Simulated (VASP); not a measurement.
Write the native input for VASP 6.6.1 that does the following.

| Quantity | Value |
| --- | --- |
| Task | single point |
| Functional | PBE |
| Potentials or basis | VASP PAW PBE potentials, release 64 (Al, N) |
| Cutoff | 520 eV |
| k mesh | 8 × 8 × 8 |
| Occupations | gaussian, width 0.05 eV |
| Spin | no spin polarisation |
| Dipole correction | no |
| Further INCAR settings | ALGO = Normal; EDIFF = 1e-06; NBANDS = 26 |

The structure of AlN lies in POSCAR:

```
AlN
1.0
   -3.1302395627      0.0000000000      0.0000000000
    0.0000000000      5.4217339625      0.0000000000
    1.5651197814     -2.7108669813     -5.0179796546
Al N
4 4
Direct
    0.9655918827      0.3324689746      0.9982712825
    0.4655918827      0.8324689746      0.9982712825
    0.2826793998      0.9158023079      0.4982712825
    0.7826793998      0.4158023079      0.4982712825
    0.8380435719      0.1416976921      0.6167287175
    0.3380435719      0.6416976921      0.6167287175
    0.0286851456      0.7250310254      0.1167287175
    0.5286851456      0.2250310254      0.1167287175
```

This cell differs from its parent crystal: atoms displaced along a vibrational mode.

One way to write it, as run:

INCAR

```
ALGO     = Normal         # electronic algorithm
EDIFF    = 1E-6           # SCF threshold, eV
ENCUT    = 520            # plane-wave cutoff, eV
GGA      = PE             # functional
ISIF     = 2              # what is computed and relaxed
ISMEAR   = 0              # smearing method
LASPH    = True           # aspherical terms in the spheres
LCHARG   = False          # write CHGCAR
LREAL    = False          # projectors in reciprocal space
LWAVE    = False          # write WAVECAR
NBANDS   = 26             # bands
NELM     = 80             # most SCF steps
PREC     = Accurate       # precision mode
SIGMA    = 0.05           # smearing width, eV
```

KPOINTS

```
k-points
0
Gamma
  8 8 8
```

Potentials or basis: VASP PAW PBE potentials, release 64 (Al, N).

Command:

```bash
$ cat potpaw_PBE.64/Al/POTCAR potpaw_PBE.64/N/POTCAR > POTCAR
$ mpirun -np 1 vasp_std > vasp.out
```

It gave:

| Property | Result |
| --- | --- |
| Pressure | -0.5 GPa |
| Largest force | 0.588 eV/Å |
| Band gap on the k mesh | 3.92 eV |

Caveat: the cell differs from its parent crystal (atoms displaced along a vibrational mode).

Wall time 5.3 min on 1 thread of Oxide Virtual Turin-like Processor, on a shared host, peak memory 0.33 GiB.
